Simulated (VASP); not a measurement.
# PbF2 (Fluorocronite) (Fm-3m) in VASP: a series of runs

Runs on PbF2 (Fluorocronite). Level: PBE. Tasks: single point.

All numbers are computed with VASP 6.6.1; they aren't measurements. Logs are shortened: lines on timing, memory, paths and dates and some standing lists are left out, and cuts for length are marked.

### 1 The cell of the first run

The structure is cubic, space group Fm-3m (No. 225). The conventional cell has a = 5.436 Å, b = 5.436 Å, c = 5.436 Å, α = 90.00°, β = 90.00°, γ = 90.00°. Pb (site symmetry m-3m) has 8 F at 2.35 Å within 3.1 Å. F (site symmetry -43m) has 4 Pb at 2.35 Å and 6 F at 2.72 Å within 3.1 Å.

### 2 Single point, PBE

The input, INCAR:

```
SYSTEM = PbF2
ALGO = Normal
EDIFF = 1E-7
ENCUT = 520
GGA = PE
ISIF = 2
ISMEAR = 0
LASPH = .TRUE.
LCHARG = .TRUE.
LELF = .TRUE.
LREAL = .FALSE.
LVHAR = .TRUE.
LWAVE = .FALSE.
NBANDS = 21
NELM = 60
PREC = Accurate
SIGMA = 0.01
```

The input, KPOINTS:

```
k-points
0
G
  6 6 6
  0 0 0
```

The input, POSCAR:

```
PbF2
1.0
    0.0000000000      2.7178436418      2.7178436418
    2.7178436418      0.0000000000      2.7178436418
    2.7178436418      2.7178436418      0.0000000000
Pb F
1 2
Direct
    0.0000000000      0.0000000000      0.0000000000
    0.2500000000      0.2500000000      0.2500000000
    0.7500000000      0.7500000000      0.7500000000
```

Potentials or basis: VASP PAW PBE potentials, release 64 (Pb_d, F).

The run is started by

```sh
$ cat potpaw_PBE.64/Pb_d/POTCAR potpaw_PBE.64/F/POTCAR > POTCAR
$ mpirun -np 1 vasp_std > vasp.out
```

OUTCAR:

```text
SYSTEM = PbF2
   EDIFF = 1E-7
   ENCUT = 520
   GGA = PE
   ISIF = 2
   ISMEAR = 0
   LASPH = .TRUE.
   LREAL = .FALSE.
   NELM = 60
   PREC = Accurate

 ion  position               nearest neighbor table
   1  0.000  0.000  0.000-   3 2.35   3 2.35   3 2.35   2 2.35   3 2.35   2 2.35   2 2.35   2 2.35

   2  0.250  0.250  0.250-   1 2.35   1 2.35   1 2.35   1 2.35
   3  0.750  0.750  0.750-   1 2.35   1 2.35   1 2.35   1 2.35

  LATTYP: Found a face centered cubic cell.
 ALAT       =     5.4356872836

  Lattice vectors:

 A1 = (   0.0000000000,   2.7178436418,   2.7178436418)
 A2 = (   2.7178436418,   0.0000000000,   2.7178436418)
 A3 = (   2.7178436418,   2.7178436418,   0.0000000000)

Analysis of symmetry for initial positions (statically):
=====================================================================
 Subroutine PRICEL returns:
 Original cell was already a primitive cell.

 Routine SETGRP: Setting up the symmetry group for a
 face centered cubic supercell.

 Subroutine GETGRP returns: Found 48 space group operations
 (whereof 48 operations were pure point group operations)
 out of a pool of 48 trial point group operations.

The static configuration has the point symmetry O_h .

Analysis of symmetry for dynamics (positions and initial velocities):
=====================================================================
 Subroutine PRICEL returns:
 Original cell was already a primitive cell.

 Routine SETGRP: Setting up the symmetry group for a
 face centered cubic supercell.

 Subroutine GETGRP returns: Found 48 space group operations
 (whereof 48 operations were pure point group operations)
 out of a pool of 48 trial point group operations.

The dynamic configuration has the point symmetry O_h .

 Subroutine INISYM returns: Found 48 space group operations
 (whereof 48 operations are pure point group operations),
 and found     1 'primitive' translations

----------------------------------------------------------------------------------------

                                     Primitive cell

  volume of cell :      40.1517

  direct lattice vectors                    reciprocal lattice vectors
     0.000000000  2.717843642  2.717843642    -0.183969376  0.183969376  0.183969376
     2.717843642  0.000000000  2.717843642     0.183969376 -0.183969376  0.183969376
     2.717843642  2.717843642  0.000000000     0.183969376  0.183969376 -0.183969376

  length of vectors
     3.843611339  3.843611339  3.843611339     0.318644307  0.318644307  0.318644307

  position of ions in fractional coordinates (direct lattice)
     0.000000000  0.000000000  0.000000000
     0.250000000  0.250000000  0.250000000
     0.750000000  0.750000000  0.750000000

  ion indices of the primitive-cell ions
   primitive index   ion index
                 1           1
                 2           2
                 3           3

----------------------------------------------------------------------------------------

 KPOINTS: k-points

Automatic generation of k-mesh.
 Grid dimensions read from file:
 generate k-points for:    6    6    6

 Generating k-lattice:

  Cartesian coordinates                     Fractional coordinates (reciprocal lattice)
    -0.030661563  0.030661563  0.030661563     0.166666667  0.000000000  0.000000000
     0.030661563 -0.030661563  0.030661563     0.000000000  0.166666667  0.000000000
     0.030661563  0.030661563 -0.030661563     0.000000000  0.000000000  0.166666667

  Length of vectors
     0.053107385  0.053107385  0.053107385

  Shift w.r.t. Gamma in fractional coordinates (k-lattice)
     0.000000000  0.000000000  0.000000000

 Subroutine IBZKPT returns following result:
 ===========================================

 Found     16 irreducible k-points:

 Following reciprocal coordinates:
            Coordinates               Weight
  0.000000  0.000000  0.000000      1.000000
  0.166667  0.000000  0.000000      8.000000
  0.333333  0.000000  0.000000      8.000000
  0.500000  0.000000  0.000000      4.000000
  0.166667  0.166667  0.000000      6.000000
  0.333333  0.166667  0.000000     24.000000
[... 8 lines left out ...]
 -0.333333  0.333333  0.166667     24.000000
 -0.333333  0.500000  0.166667     12.000000
   k-points           NKPTS =     16   k-points in BZ     NKDIM =     16   number of bands    NBANDS=     21
   number of dos      NEDOS =    301   number of ions     NIONS =      3
   total plane-waves  NPLWV =  27000
   dimension x,y,z NGX =    30 NGY =   30 NGZ =   30
   dimension x,y,z NGXF=    60 NGYF=   60 NGZF=   60
   ions per type =               1   2
   NGX,Y,Z   is equivalent  to a cutoff of  12.98, 12.98, 12.98 a.u.
   NGXF,Y,Z  is equivalent  to a cutoff of  25.95, 25.95, 25.95 a.u.
 SYSTEM =  PbF2
   PREC   = accura    normal or accurate (medium, high low for compatibility)
   ISTART =      0    job   : 0-new  1-cont  2-samecut
   ICHARG =      2    charge: 1-file 2-atom 10-const
   ISPIN  =      1    spin polarized calculation?
   LNONCOLLINEAR =      F non collinear calculations
   LSORBIT =      F    spin-orbit coupling
   LASPH  =      T    aspherical Exc in radial PAW
   ENCUT  =  520.0 eV  38.22 Ry    6.18 a.u.   7.15  7.15  7.15*2*pi/ulx,y,z
   NELM   =     60;   NELMIN=  2; NELMDL= -5     # of ELM steps
   EDIFF  = 0.1E-06   stopping-criterion for ELM
   LREAL  =      F    real-space projection
   EDIFFG = 0.1E-05   stopping-criterion for IOM
   NSW    =      0    number of steps for IOM
   IBRION =     -1    ionic relax: 0-MD 1-quasi-New 2-CG
   NFREE  =      0    steps in history (QN), initial steepest desc. (CG)
   ISIF   =      2    stress and relaxation
   ISYM   =      2    0-nonsym 1-usesym 2-fastsym
   POTIM  = 0.5000    time-step for ionic-motion
   TEBEG  =    0.0;   TEEND  =   0.0 temperature during run
   PSTRESS=    0.0 pullay stress
   NELECT =      28.0000    total number of electrons
   NUPDOWN=      -1.0000    fix difference up-down
   EMIN   =  10.00;   EMAX   =-10.00  energy-range for DOS
   EFERMI =   0.00;   METHOD = LEGACY
   ISMEAR =     0;   SIGMA  =   0.01  broadening in eV -4-tet -1-fermi 0-gaus
   EFERMI_NEDOS =   21; number of points for ismear=-14 and -15
   IALGO  =     38    algorithm
   IMIX   =      4    mixing-type and parameters
     AMIX     =   0.40;   BMIX     =  1.00
     AMIX_MAG =   1.60;   BMIX_MAG =  1.00
  volume/ion in A,a.u.               =      13.38        90.32
  Fermi-wavevector in a.u.,A,eV,Ry     =   1.451754  2.743417 28.675500  2.107590
  Thomas-Fermi vector in A             =   2.569215
   LORBIT       =      0    0 simple, 1 ext, 2 COOP (PROOUT), +10 PAW based schemes
   GGA     = PE    functional components
   LHFCALC =     F    Hartree Fock is set to
   AEXX    =    0.0000 exact exchange contribution
   IVDW    =     0    specifies the selected vdW correction
   LEPSILON=     F    determine dielectric tensor
   LRPA    =     F    only Hartree local field effects (RPA)
 non-spin polarized calculation
 Gauss-broadening in eV      SIGMA  =   0.01
  energy-cutoff  :      520.00
  volume of cell :       40.15
 maximum number of plane-waves:      1106
 NGX is ok and might be reduce to    30
   NGX = 15   NGY = 15   NGZ = 15

 number of electron      27.9999984 magnetization

 Free energy of the ion-electron system (eV)
  ---------------------------------------------------
  ext. energy  EPLUGINS =         0.00000000
  ---------------------------------------------------
  free energy    TOTEN  =       -13.03376176 eV

  energy without entropy =      -13.03376176  energy(sigma->0) =      -13.03376176

 E-fermi :   5.8661     XC(G=0): -10.7795

 val. band max:        5.7292078617   @ k =  -0.3333   0.5000   0.1667
 cond. band min:       9.9834032309   @ k =   0.5000   0.5000   0.0000
 fundamental gap:      4.2541953691
 Fermi energy:         5.8661020056

 k-point     1 :       0.0000    0.0000    0.0000
  band No.  band energies     occupation
      1     -18.0335      2.00000
      2     -16.7798      2.00000
      3      -9.5046      2.00000
      4      -9.5046      2.00000
      5      -9.5046      2.00000
      6      -9.2334      2.00000
[... 13 lines left out ...]
     20      21.2297      0.00000
     21      24.3981      0.00000

 k-point     2 :       0.1667    0.0000    0.0000
  band No.  band energies     occupation
      1     -17.9293      2.00000
      2     -16.8820      2.00000
      3      -9.4717      2.00000
      4      -9.4717      2.00000
      5      -9.3446      2.00000
      6      -9.2347      2.00000
[... 13 lines left out ...]
     20      20.5866      0.00000
     21      23.2819      0.00000

 k-point     3 :       0.3333    0.0000    0.0000
  band No.  band energies     occupation
      1     -17.6815      2.00000
      2     -17.1093      2.00000
      3      -9.4291      2.00000
      4      -9.4291      2.00000
      5      -9.2114      2.00000
      6      -9.2114      2.00000
[... 13 lines left out ...]
     20      19.9338      0.00000
     21      21.8975      0.00000

 k-point     4 :       0.5000    0.0000    0.0000
  band No.  band energies     occupation
      1     -17.4738      2.00000
      2     -17.2979      2.00000
      3      -9.4220      2.00000
      4      -9.4220      2.00000
      5      -9.1840      2.00000
      6      -9.1840      2.00000
[... 13 lines left out ...]
     20      19.7633      0.00000
     21      21.4595      0.00000

 k-point     5 :       0.1667    0.1667    0.0000
  band No.  band energies     occupation
      1     -17.8967      2.00000
      2     -16.9110      2.00000
      3      -9.4402      2.00000
      4      -9.4402      2.00000
      5      -9.3235      2.00000
      6      -9.2625      2.00000
[... 13 lines left out ...]
     20      21.3619      0.00000
     21      23.8370      0.00000
[... 190 lines left out ...]
     20      21.9463      0.00000
     21      23.5056      0.00000

 k-point    14 :       0.5000    0.3333    0.1667
  band No.  band energies     occupation
      1     -17.5348      2.00000
      2     -17.2206      2.00000
      3      -9.3299      2.00000
      4      -9.3129      2.00000
      5      -9.2531      2.00000
      6      -9.1564      2.00000
[... 13 lines left out ...]
     20      22.6544      0.00000
     21      23.0685      0.00000

 k-point    15 :      -0.3333    0.3333    0.1667
  band No.  band energies     occupation
      1     -17.3900      2.00000
      2     -17.3458      2.00000
      3      -9.3196      2.00000
      4      -9.2909      2.00000
      5      -9.2092      2.00000
      6      -9.1067      2.00000
[... 13 lines left out ...]
     20      22.6866      0.00000
     21      22.6990      0.00000

 k-point    16 :      -0.3333    0.5000    0.1667
  band No.  band energies     occupation
      1     -17.4055      2.00000
      2     -17.3168      2.00000
      3      -9.3352      2.00000
      4      -9.2277      2.00000
      5      -9.2012      2.00000
      6      -9.1404      2.00000
[... 13 lines left out ...]
     20      21.9042      0.00000
     21      22.2554      0.00000

------------------------ aborting loop because EDIFF is reached ----------------------------------------

  FORCE on cell =-STRESS in cart. coord.  units (eV):
  Direction    XX          YY          ZZ          XY          YZ          ZX
  --------------------------------------------------------------------------------------
  -------------------------------------------------------------------------------------
  Total        9.9959469      9.9959469      9.9959469      0.0000000      0.0000000      0.0000000
  in kB      398.8697710    398.8697710    398.8697710      0.0000000      0.0000000      0.0000000
  external PRESSURE =     398.8697710 kB  Pullay stress =       0.0000000 kB

 VOLUME and BASIS-vectors are now :
 -----------------------------------------------------------------------------
  energy-cutoff  :      520.00
  volume of cell :       40.15
      direct lattice vectors                 reciprocal lattice vectors
     0.000000000  2.717843642  2.717843642    -0.183969376  0.183969376  0.183969376
     2.717843642  0.000000000  2.717843642     0.183969376 -0.183969376  0.183969376
     2.717843642  2.717843642  0.000000000     0.183969376  0.183969376 -0.183969376

 POSITION                                       TOTAL-FORCE (eV/Angst)
 -----------------------------------------------------------------------------------
      0.00000      0.00000      0.00000        -0.000000     -0.000000      0.000000
      1.35892      1.35892      1.35892         0.000000      0.000000      0.000000
      4.07677      4.07677      4.07677        -0.000000     -0.000000     -0.000000
 -----------------------------------------------------------------------------------
    total drift:                                0.000000     -0.000000      0.000000

  FREE ENERGIE OF THE ION-ELECTRON SYSTEM (eV)
  ---------------------------------------------------
  free  energy   TOTEN  =       -13.0337617619 eV

  energy  without entropy=      -13.0337617619  energy(sigma->0) =      -13.03376176
```

It took 10 s on 1 thread of AMD EPYC 9R45 (Zen 5), shared host; peak memory 0.14 GiB.

Results:

```yaml
Free_energy: -13.0338 eV
Pressure: 39.9 GPa
Band_gap_on_the_k_mesh: 4.25 eV, indirect (least direct gap 4.40 eV)
```

Caveat: spin-orbit coupling is left out, which moves the levels of the heavy elements.

### 3 Single point, PBE

This run uses another cell than the first one, of 14.04 Å³/atom, 1.049 times its volume.

The input, INCAR:

```
SYSTEM = PbF2
PREC = Accurate ; ENCUT = 520
EDIFF = 1E-6 ; ISMEAR = 0
SIGMA = 0.01 ; LREAL = .False.
LASPH = .True. ; NELM = 100
ALGO = Normal ; ISIF = 2
LWAVE = .False. ; LCHARG = .True.
GGA = PE ; LELF = .True.
LVHAR = .True. ; NBANDS = 21
```

The input, KPOINTS:

```
Automatic mesh
0
Gamma
  6 6 6
  0 0 0
```

The input, POSCAR:

```
PbF2
1.0
    0.0000000000      2.7613536455      2.7613536455
    2.7613536455      0.0000000000      2.7613536455
    2.7613536455      2.7613536455      0.0000000000
Pb F
1 2
Direct
    0.0000000000      0.0000000000      0.0000000000
    0.2500000000      0.2500000000      0.2500000000
    0.7500000000      0.7500000000      0.7500000000
```

Potentials or basis: VASP PAW PBE potentials, release 64 (Pb_d, F).

The run is started by

```sh
$ cat potpaw_PBE.64/Pb_d/POTCAR potpaw_PBE.64/F/POTCAR > POTCAR
$ mpirun -np 1 vasp_std > vasp.out
```

Run time: 9.5 s. Hardware: 1 thread of AMD EPYC 9R45 (Zen 5), shared host; peak memory 0.14 GiB.

The run converged. Its results:

```
Free energy            : -13.4626 eV
Pressure               : 29.9 GPa
Band gap on the k mesh : 4.31 eV, indirect (least direct gap 4.45 eV)
```

Levels at points of the mesh, in eV from the valence-band top:
```
           k point  band 10  band 11  band 12  band 13  band 14  band 15  band 16  band 17  band 18  band 19
(0.00, 0.00, 0.00)    -4.02    -4.02    -3.54    -3.54    -3.54     6.79     6.79     6.79    11.06    15.47
(0.50, 0.00, 0.00)    -4.49    -4.49    -3.64    -3.64    -0.13     4.82     8.27     8.27    13.48    14.02
(0.50, 0.50, 0.00)    -5.65    -3.00    -2.91    -2.91    -0.14     4.31     8.30     8.62     8.62    15.03
```

Caveat: spin-orbit coupling is left out, which moves the levels of the heavy elements. Expect the measured gap to be larger: semilocal functionals such as PBE lack the derivative discontinuity.
